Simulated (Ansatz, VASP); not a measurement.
Two plane-wave programs on BN

INCAR

```
PREC = Accurate ; ENCUT = 520
EDIFF = 1E-6 ; ISMEAR = 0
SIGMA = 0.02 ; LREAL = False
LASPH = True ; NELM = 80
ALGO = Normal ; ISIF = 2
LWAVE = False ; LCHARG = True
GGA = PE ; LELF = True
LVHAR = True ; NBANDS = 16
```

File KPOINTS:

```
Automatic mesh
0
Gamma
  12 12 4
```

The input POSCAR:

```
BN
1.0
    2.5121811355      0.0000000000      0.0000000000
   -1.2560905678      2.1756126823      0.0000000000
    0.0000000000      0.0000000000      7.8425737833
B N
2 2
Direct
    0.3333333333      0.6666666667      0.2500000000
    0.6666666667      0.3333333333      0.7500000000
    0.3333333333      0.6666666667      0.7500000000
    0.6666666667      0.3333333333      0.2500000000
```

Input for Ansatz:

```yaml
crystal:
  lattice:
    - [2.5121811355, 0.0, 0.0]
    - [-1.2560905678, 2.1756126823, 0.0]
    - [0.0, 0.0, 7.8425737833]
  atoms:
    - { symbol: B, position: [0.3333333333, 0.6666666667, 0.25] }
    - { symbol: B, position: [0.6666666667, 0.3333333333, 0.75] }
    - { symbol: "N", position: [0.3333333333, 0.6666666667, 0.75] }
    - { symbol: "N", position: [0.6666666667, 0.3333333333, 0.25] }
basis:
  ecutwfc: 420
kpoints:
  mp_grid: { grid: [12, 12, 4] }
hamiltonian:
  xc: pbe
scf:
  occupations: { method: gaussian, width: 0.02 }
output:
  forces: true
  stress: true
  eigenvalues: true
  write_density: true
  write_potential: true
  elf: true
  volumetric_format: npy
```

Change from the starting cell: strain along c alone, the other axes held, atoms relaxed: -6.0 %.

Alike in both runs: task single point; functional PBE; k mesh 12 × 12 × 4; occupations gaussian, width 0.02 eV; no spin polarisation.

|  | VASP | Ansatz |
| --- | --- | --- |
| version | VASP 6.6.1 | Ansatz 0.2.0 |
| potentials or method | VASP PAW PBE potentials, release 64 (B, N), cutoff 520 eV | scalar-relativistic, plane waves, PAW |
| valence electrons in the cell | 16 | 16 |

```tsv
	VASP	Ansatz	Ansatz less VASP
gap on the k mesh at the Fermi level (eV)	4.50	4.51	+0.007
least direct gap on the mesh (eV)	4.65	4.65	+0.003
pressure (GPa)	0.1	0.1	-0.06
traceless stress, the component that is largest in VASP (GPa)	0.00	0.18	+0.179
```
